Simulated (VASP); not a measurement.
Here is a VASP 6.6.1 calculation.

The input INCAR:

```
SYSTEM = ZrSi7
PREC     = Accurate       ! precision mode
ENCUT    = 500            ! plane-wave cutoff, eV
EDIFF    = 1E-7           ! SCF threshold, eV
ISMEAR   = 0              ! smearing method
SIGMA    = 0.1            ! smearing width, eV
LREAL    = .FALSE.        ! projectors in reciprocal space
LASPH    = .TRUE.         ! aspherical terms in the spheres
NELM     = 120            ! most SCF steps
ALGO     = Normal         ! electronic algorithm
ISIF     = 4              ! what is computed and relaxed
LWAVE    = .FALSE.        ! write WAVECAR
LCHARG   = .FALSE.        ! write CHGCAR
GGA      = PE             ! functional
IBRION   = 2              ! ionic algorithm
NSW      = 50             ! ionic steps
EDIFFG   = -0.01          ! ionic threshold
GGA_COMPAT= .FALSE.      
NELMIN   = 4
```

File KPOINTS:

```
regular mesh
0
G
  6 6 4
  0 0 0
```

Contents of POSCAR:

```
ZrSi7
1.0
    5.0091734399      0.0000000000     -0.0138226151
    0.0000000000      5.1301304956      0.0000000000
   -1.6078848023      0.0000000000      9.3814366372
Zr Si
2 14
Direct
    0.5703483131      1.0041679536      0.7251588424
    0.4296516869      0.5041679536      0.2748411576
    0.1632999131      0.0237036747      0.2710063939
    0.3398654483      0.5093979509      0.7414347638
    0.4302981911      0.2648608748      0.9741561565
    0.2384225208      0.7600429433      0.4978588349
    0.0670115597      0.7683707290      0.0577905672
    0.2410897840      0.2650012950      0.5070151813
    0.6601345517      0.0093979509      0.2585652362
    0.8367000869      0.5237036747      0.7289936061
    0.9329884403      0.2683707290      0.9422094328
    0.7589102160      0.7650012950      0.4929848187
    0.5697018089      0.7648608748      0.0258438435
    0.7615774792      0.2600429433      0.5021411651
    0.8890380503      0.4040347278      0.1723531245
    0.1109619497      0.9040347278      0.8276468755
```

Potentials or basis: VASP PAW PBE potentials, release 64 (Zr_sv, Si).

Launch:

```bash
$ cat potpaw_PBE.64/Zr_sv/POTCAR potpaw_PBE.64/Si/POTCAR > POTCAR
$ mpirun -np 1 vasp_std > vasp.out
```

Problem. Estimate the band gap on the k mesh.

Solution. Zero (bands 40 and 41 overlap by 0.88 eV).

The path:
```csv
step,energy change (eV),largest force (eV/Å),pressure (GPa),volume (Å³)
1,0.0000,0.1054,7.06,240.97
2,-0.0032,0.0844,6.97,240.97
3,-0.0051,0.1223,6.82,240.97
4,-0.0074,0.0913,6.76,240.97
5,-0.0099,0.0678,6.59,240.97
6,-0.0117,0.0451,6.55,240.97
7,-0.0124,0.0668,6.51,240.97
8,-0.0136,0.0372,6.48,240.97
9,-0.0139,0.0397,6.46,240.97
10,-0.0147,0.0297,6.45,240.97
11,-0.0150,0.0295,6.44,240.97
12,-0.0156,0.0267,6.42,240.97
13,-0.0157,0.0356,6.41,240.97
14,-0.0163,0.0261,6.39,240.97
15,-0.0165,0.0288,6.37,240.97
16,-0.0168,0.0150,6.35,240.97
17,-0.0168,0.0131,6.35,240.97
18,-0.0169,0.0111,6.34,240.97
19,-0.0169,0.0112,6.34,240.97
20,-0.0170,0.0050,6.33,240.97
```
